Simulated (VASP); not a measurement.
Tm3F:

```
Tm F
1.0
     0.00000    3.48852    3.48852
     3.48852    0.00000    3.48852
     3.48852    3.48852    0.00000
Tm F
3 1
Direct
  0.25000 0.25000 0.25000
  0.75000 0.75000 0.75000
  0.00000 0.00000 0.00000
  0.50000 0.50000 0.50000
```

The cell was generated, and may not be a known phase.

* Program: VASP 6.6.1
* Task: relaxation of cell and atoms
* Functional: PBE
* Potentials or basis: VASP PAW PBE potentials, release 64 (Tm_3, F), 4f in core
* Cutoff: 600 eV
* k mesh: 4 × 4 × 4
* Occupations: gaussian, width 0.1 eV
* Spin: no spin polarisation

At the start: pressure 11.5 GPa; volume 21.23 Å³/atom.

Problem. How do energy, volume and symmetry change on relaxing?

Solution. Over 3 steps the energy falls by 160.3 meV/atom and the volume is 26.52 Å³/atom (+24.9 %); space group Fm-3m (No. 225, to 0.1 Å) before and after.

The path:
| step | energy change (eV) | largest force (eV/Å) | pressure (GPa) | volume (Å³) |
| --- | --- | --- | --- | --- |
| 1 | 0.0000 | 0.0000 | 11.46 | 84.91 |
| 2 | -0.6402 | 0.0000 | 0.34 | 104.97 |
| 3 | -0.6412 | 0.0000 | -0.04 | 106.06 |

Final structure:
```
Tm F
1.0
     0.00000    3.75701    3.75701
     3.75701    0.00000    3.75701
     3.75701    3.75701    0.00000
Tm F
3 1
Direct
  0.25000 0.25000 0.25000
  0.75000 0.75000 0.75000
  0.00000 0.00000 0.00000
  0.50000 0.50000 0.50000
```

Caveat: the k points lie up to 0.36 Å⁻¹ apart in the final cell, too coarse for converged energies and pressures of a metal; the volume moved by over 15 % at a fixed basis, so the end points are rough; the run has no spin polarisation, though such a crystal can be magnetic.
